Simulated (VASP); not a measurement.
Here is a VASP 6.6.1 calculation.

INCAR

```
ALGO     = Normal         # electronic algorithm
EDIFF    = 1E-6           # SCF threshold, eV
ENCUT    = 500            # plane-wave cutoff, eV
GGA_COMPAT= False        
ISIF     = 2              # what is computed and relaxed
ISMEAR   = -1             # smearing method
LASPH    = True           # aspherical terms in the spheres
LCHARG   = False          # write CHGCAR
LREAL    = False          # projectors in reciprocal space
LWAVE    = False          # write WAVECAR
NBANDS   = 16             # bands
NELM     = 120            # most SCF steps
PREC     = Accurate       # precision mode
SIGMA    = 0.1            # smearing width, eV
```

Contents of KPOINTS:

```
k-points
0
Gamma
  6 6 6
```

POSCAR

```
InAs
1.0
    0.0000000000      2.9337360524      2.9337360524
    2.9337360524      0.0000000000      2.9337360524
    2.9337360524      2.9337360524      0.0000000000
In As
1 1
Direct
    0.5000000000      0.5000000000      0.5000000000
    0.0000000000      0.0000000000      0.0000000000
```

Potentials or basis: VASP PAW LDA potentials, release 64 (In_d, As).

Launch:

```console
$ cat potpaw_LDA.64/In_d/POTCAR potpaw_LDA.64/As/POTCAR > POTCAR
$ mpirun -np 1 vasp_std > vasp.out
```

Question: Predict the band gap on the k mesh.

Answer: Zero (band 9 reaches 5.50 eV, above the bottom of band 10 at 3.08 eV).

Question: What does it give for the pressure?

Answer: -7.6 GPa.

Caveat: spin-orbit coupling is left out, which moves the levels of the heavy elements.
